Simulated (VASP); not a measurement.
Crystal: RbBr.

```
CELL_PARAMETERS angstrom
5.89014 0.00000 0.00000
-2.94507 5.10101 0.00000
0.00000 0.00000 6.87033
ATOMIC_POSITIONS crystal
Rb 0.33333 0.66667 0.93750
Rb 0.66667 0.33333 0.43750
Br 0.33333 0.66667 0.43750
Br 0.66667 0.33333 0.93750
```

Base run:

| Item | Value |
| --- | --- |
| Program | VASP 6.6.1 |
| Functional | r2SCAN |
| Potentials or basis | VASP PAW PBE potentials, release 64 (Rb_sv, Br) |
| Cutoff | 520 eV |
| k mesh | 6 × 6 × 4 |
| Occupations | gaussian, width 0.01 eV |
| Spin | no spin polarisation |

Its results: band gap on the k mesh 4.65 eV, direct; pressure 0.0 GPa.

Task: The run is repeated on the same cell with these changes: functional from r2SCAN to PBE. What comes out?

Result: Band gap on the k mesh 4.06 eV, direct; pressure 0.3 GPa.

r2SCAN gives the wider gap, since meta-GGAs in the generalised Kohn-Sham scheme recover part of the derivative discontinuity.

Caveats: the PAW data sets were made with another functional, which shifts forces and pressure a little (some runs).

A k mesh can miss the band edges.
